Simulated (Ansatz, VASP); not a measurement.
## Se: VASP beside Ansatz

Contents of POSCAR:

```
Se
1.0
    4.3662000000      0.0000000000      0.0000000000
   -2.1831000000      3.7812401180      0.0000000000
    0.0000000000      0.0000000000      4.9536000000
Se
3
Direct
    0.7746000000      0.7746000000      0.0000000000
    0.0000000000      0.2254000000      0.6666666667
    0.2254000000      0.0000000000      0.3333333333
```

Contents of INCAR.step1:

```
  PREC = Accurate
  ENCUT = 520
  EDIFF = 1E-5
  ISMEAR = -1
  SIGMA = 0.05
  LREAL = F
  LASPH = T
  NELM = 60
  ALGO = Normal
  ISIF = 2
  LWAVE = T
  NBANDS = 16
  GGA = PE
```

File INCAR.step2:

```
  PREC = Accurate
  ENCUT = 520
  EDIFF = 1E-7
  ISMEAR = -1
  SIGMA = 0.05
  LREAL = F
  LASPH = T
  NELM = 60
  ALGO = Normal
  ISIF = 2
  LWAVE = F
  LCHARG = T
  METAGGA = R2SCAN
  LHFCALC = T
  AEXX = 0.25
  LMIXTAU = T
  PRECFOCK = Normal
  LELF = T
  LVHAR = T
  NBANDS = 16
  ISTART = 1
```

File KPOINTS:

```
Automatic mesh
0
Gamma
  4 4 3
```

File input.yaml:

```yaml
crystal:
  lattice:
    - [4.3662, 0.0, 0.0]
    - [-2.1831, 3.781240118, 0.0]
    - [0.0, 0.0, 4.9536]
  atoms:
    - { symbol: Se, position: [0.7746, 0.7746, 0.0] }
    - { symbol: Se, position: [0.0, 0.2254, 0.6666666667] }
    - { symbol: Se, position: [0.2254, 0.0, 0.3333333333] }
hamiltonian:
  xc: r2scan0
  pseudopotentials: { kind: paw }
kpoints:
  mp_grid: { grid: [4, 4, 3] }
  band_path:
    path:
      - [[0.0, 0.0, 0.0], [0.5, 0.0, 0.0], [0.3333333333, 0.3333333333, 0.0], [0.0, 0.0, 0.0], [0.0, 0.0, 0.5], [0.5, 0.0, 0.5], [0.3333333333, 0.3333333333, 0.5], [0.0, 0.0, 0.5]]
      - [[0.5, 0.0, 0.5], [0.5, 0.0, 0.0]]
      - [[0.3333333333, 0.3333333333, 0.0], [0.3333333333, 0.3333333333, 0.5]]
    npoints: 4
scf:
  occupations: { method: fermi_dirac, width: 0.05 }
  n_extra_bands: 7
output:
  forces: true
  stress: true
  eigenvalues: true
  fatbands: false
```

Alike in both runs: functional r2SCAN0; k mesh 4 × 4 × 3; occupations fermi-dirac, width 0.05 eV; no spin polarisation.

```csv
,VASP,Ansatz
version,VASP 6.6.1,Ansatz 0.2.0
potentials or method,"VASP PAW PBE potentials, release 64 (Se)",Ansatz PAW
plane-wave cutoff (eV),520,500
valence electrons in the cell,18,48
task,single point,band structure
```

VASP gave:

| Item | Value |
| --- | --- |
| gap on the k mesh at the Fermi level (eV) | 3.30 |
| pressure (GPa) | -0.5 |
| traceless stress, the component that is largest in VASP (GPa) | -0.80 |
| rms of the force components (eV/Å) | 0.250 |

Which values does Ansatz return?

gap on the k mesh at the Fermi level (eV): 3.26; pressure (GPa): -0.1; traceless stress, the component that is largest in VASP (GPa): -0.70; rms of the force components (eV/Å): 0.228.

VASP's potentials were made for PBE, not for r2SCAN0. Atom by atom the forces differ by 0.022 eV/Å (rms over components). VASP's potentials hold 18 valence electrons a cell and Ansatz's 48, so a difference there can come from the potentials and not from the codes.

The k mesh is coarse, so the values compare programs but aren't converged.
